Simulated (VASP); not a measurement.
Crystal: Si3Ge2.

```
Si Ge
1.0
     2.89263    0.00000    0.00000
    -1.44631    2.50509    0.00000
     0.00000    0.00000   23.22756
Si Ge
6 4
Cartesian
  0.0000 1.6701 15.0979
  0.0000 1.6701 19.7434
  0.0000 1.6701 5.8069
  1.4463 0.8350 17.4207
  1.4463 0.8350 3.4841
  1.4463 0.8350 8.1296
  0.0000 1.6701 1.1614
  0.0000 1.6701 10.4524
  1.4463 0.8350 22.0662
  1.4463 0.8350 12.7752
```

| Property | Result |
| --- | --- |
| Program | VASP 6.6.1 |
| Task | relaxation of cell and atoms |
| Functional | PBE |
| Potentials or basis | VASP PAW PBE potentials, release 64 (Si, Ge_d) |
| Cutoff | 600 eV |
| k mesh | 6 × 6 × 1 |
| Occupations | gaussian, width 0.1 eV |
| Spin | no spin polarisation |

At the start: pressure -1.5 GPa; volume 16.83 Å³/atom.

Task: Where does the relaxation end?

Result: Over 17 steps the energy falls by 90.9 meV/atom and the volume is 16.82 Å³/atom (-0.1 %); space group P6_3/mmc (No. 194, to 0.1 Å) before and after.

The path:
```
step  energy change (eV)  largest force (eV/Å)  pressure (GPa)  volume (Å³)
   1              0.0000                0.5009           -1.54       168.31
   2             -0.3617                0.5408            0.30       164.14
   3             -0.3721                0.5319           -0.07       164.67
   4             -0.4735                0.4720            0.19       163.85
   5             -0.6253                0.2544            1.63       161.52
   6             -0.6471                0.2757            2.18       160.70
   7             -0.6977                0.2982            3.53       159.06
   8             -0.5295                0.5696            8.06       155.82
   9             -0.7066                0.2103            4.14       158.57
  10             -0.7633                0.1056            3.92       159.54
  11             -0.8467                0.2546            3.13       162.47
  12             -0.8779                0.1861            2.10       164.15
  13             -0.9056                0.0519           -0.29       168.51
  14             -0.9060                0.0461           -0.02       168.01
  15             -0.9079                0.0456           -0.03       168.09
  16             -0.9089                0.0472           -0.05       168.19
  17             -0.9092                0.0377           -0.02       168.15
```

Final structure:
```xyz
10
Lattice="2.9715 0.0000 0.0000 -1.4858 2.5734 0.0000 0.0000 0.0000 21.9897" Properties=species:S:1:pos:R:3 pbc="T T T"
Si    0.0000    1.7156   14.5806
Si    0.0000    1.7156   18.4039
Si    0.0000    1.7156    5.4974
Si    1.4858    0.8578   16.4922
Si    1.4858    0.8578    3.5858
Si    1.4858    0.8578    7.4090
Ge    0.0000    1.7156    1.3675
Ge    0.0000    1.7156    9.6273
Ge    1.4858    0.8578   20.6222
Ge    1.4858    0.8578   12.3623
```

Caveat: the k points lie up to 0.41 Å⁻¹ apart in the final cell, too coarse for converged energies and pressures of a metal.
